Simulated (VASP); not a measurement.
Write the native input for VASP 6.6.1 that does the following.

```yaml
Task: single point
Functional: revPBE
Potentials_or_basis: VASP PAW PBE potentials, release 64 (Co)
Cutoff: 520 eV
k_mesh: 16 × 16 × 5
Occupations: fermi-dirac, width 0.1 eV
Spin: no spin polarisation
Dipole_correction: no
Further_INCAR_settings: ALGO = Normal; EDIFF = 1e-06; NBANDS = 26
```

The structure of Co lies in POSCAR:

```
Co
1.0
    2.5270309638      0.0000000000      0.0000000000
   -1.2635154819      2.1884730108      0.0000000000
    0.0000000000      0.0000000000      8.2258568960
Co
4
Direct
    0.0000000000      0.0000000000      1.0000000000
    0.0000000000      0.0000000000      0.5000000000
    0.3333333333      0.6666666667      0.2500000000
    0.6666666667      0.3333333333      0.7500000000
```

This cell differs from its parent crystal: volume scaled by 1.08.

The input as run:

INCAR

```
ALGO = Normal
EDIFF = 1E-6
ENCUT = 520
GGA = RE
ISIF = 2
ISMEAR = -1
LASPH = True
LCHARG = False
LREAL = False
LWAVE = False
NBANDS = 26
NELM = 80
PREC = Accurate
SIGMA = 0.1
```

KPOINTS

```
k-points
0
Gamma
  16 16 5
```

Potentials or basis: VASP PAW PBE potentials, release 64 (Co).

Launch:

```bash
$ cat potpaw_PBE.64/Co/POTCAR > POTCAR
$ mpirun -np 1 vasp_std > vasp.out
```

It gave:

The pressure is -15.3 GPa and the band gap on the k mesh is zero (band 18 reaches 9.93 eV, above the bottom of band 19 at 8.97 eV).

Caveat: the PAW data sets were made with another functional, which shifts forces and pressure a little; the run has no spin polarisation, though such a crystal can be magnetic.

Wall time 45 s on 1 thread of Intel(R) Xeon(R) 6975P-C (Granite Rapids), on a shared host, peak memory 0.21 GiB.
